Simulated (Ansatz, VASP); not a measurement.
InP in VASP and in Ansatz

INCAR

```
PREC = Accurate
ENCUT = 520
EDIFF = 1E-6
ISMEAR = -1
SIGMA = 0.08
LREAL = F
LASPH = T
NELM = 100
ALGO = Normal
ISIF = 2
LWAVE = F
LCHARG = T
GGA = CA
LELF = T
LVHAR = T
NBANDS = 16
```

Contents of KPOINTS:

```
regular mesh
0
Gamma
  12 12 12
```

The input POSCAR:

```
InP
1.0
    0.0000000000      2.9798790903      2.9798790903
    2.9798790903      0.0000000000      2.9798790903
    2.9798790903      2.9798790903      0.0000000000
In P
1 1
Direct
    0.0000000000      0.0000000000      0.0000000000
    0.2500000000      0.2500000000      0.2500000000
```

Input for Ansatz:

```yaml
crystal:
  lattice:
    - [0.0, 2.9798790903, 2.9798790903]
    - [2.9798790903, 0.0, 2.9798790903]
    - [2.9798790903, 2.9798790903, 0.0]
  atoms:
    - { symbol: In, position: [0.0, 0.0, 0.0] }
    - { symbol: P, position: [0.25, 0.25, 0.25] }
kpoints:
  mp_grid: { grid: [12, 12, 12] }
  band_path:
    path:
      - [0.0, 0.0, 0.0]
      - [-0.5, -0.5, 0.0]
      - [-0.375, -0.375, 0.25]
      - [-0.375, 0.0, 0.375]
      - [0.0, 0.0, 0.0]
      - [0.0, 0.0, 0.5]
      - [-0.5, -0.25, 0.25]
      - [-0.5, -0.5, 0.0]
    npoints: 5
scf:
  occupations: { method: fermi_dirac, width: 0.08 }
hamiltonian:
  xc: lda
  pseudopotentials: { kind: all_electron, lapw: { basis_error: 0.00025 } }
output:
  forces: true
  stress: true
  eigenvalues: true
```

Alike in both runs: task single point; functional LDA; k mesh 12 × 12 × 12; occupations fermi-dirac, width 0.08 eV; no spin polarisation.

```csv
,VASP,Ansatz
version,VASP 6.6.1,Ansatz 0.2.0
potentials or method,"VASP PAW LDA potentials, release 64 (In_d, P), cutoff 520 eV","all-electron LAPW, scalar-relativistic"
```

|  | VASP | Ansatz | Ansatz less VASP |
| --- | --- | --- | --- |
| pressure (GPa) | -4.1 | -4.1 | 0.00 |

LDA's correlation is that of Perdew and Zunger in VASP and of Perdew and Wang (1992) in Ansatz. Ansatz ran all-electron here, and VASP with PAW potentials.
